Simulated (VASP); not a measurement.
Write the native input for VASP 6.6.1 that does the following.

| Property | Result |
| --- | --- |
| Task | single point |
| Functional | PBE |
| Potentials or basis | VASP PAW PBE potentials, release 64 (Cu, B) |
| Cutoff | 520 eV |
| k mesh | 18 × 18 × 6 |
| Occupations | gaussian, width 0.1 eV |
| Spin | no spin polarisation |
| Dipole correction | no |
| Further INCAR settings | ALGO = Fast; EDIFF = 1e-06; NBANDS = 26 |

The structure of Cu3B lies in POSCAR:

```
Cu3B
1.0
    2.5962723504      0.0000000000      0.0000000000
   -1.2981361752      2.2484378106      0.0000000000
    0.0000000000      0.0000000000      7.2638545739
Cu B
3 1
Direct
    0.6666666667      0.3333333333      0.5000000000
    0.3333333333      0.6666666667      0.2064516395
    0.3333333333      0.6666666667      0.7935483605
    0.6666666667      0.3333333333      0.0000000000
```

The input as run:

INCAR

```
SYSTEM = Cu3B
  PREC = Accurate
  ENCUT = 520
  EDIFF = 1E-6
  ISMEAR = 0
  SIGMA = 0.1
  LREAL = .False.
  LASPH = .True.
  NELM = 100
  ALGO = Fast
  ISIF = 2
  LWAVE = .False.
  LCHARG = .True.
  GGA = PE
  LELF = .True.
  LVHAR = .True.
  NBANDS = 26
```

KPOINTS

```
regular mesh
0
Gamma
  18 18 6
  0 0 0
```

Potentials or basis: VASP PAW PBE potentials, release 64 (Cu, B).

Launch:

```console
$ cat potpaw_PBE.64/Cu/POTCAR potpaw_PBE.64/B/POTCAR > POTCAR
$ mpirun -np 1 vasp_std > vasp.out
```

Results of the run:

| Item | Value |
| --- | --- |
| Pressure | 0.5 GPa |
| Largest force | 0.032 eV/Å |
| Band gap on the k mesh | zero (band 18 reaches 8.47 eV, above the bottom of band 19 at 5.82 eV) |

Run time: 2.6 min on 1 thread of Intel(R) Xeon(R) Platinum 8488C (Sapphire Rapids), on a shared host, peak memory 0.25 GiB.
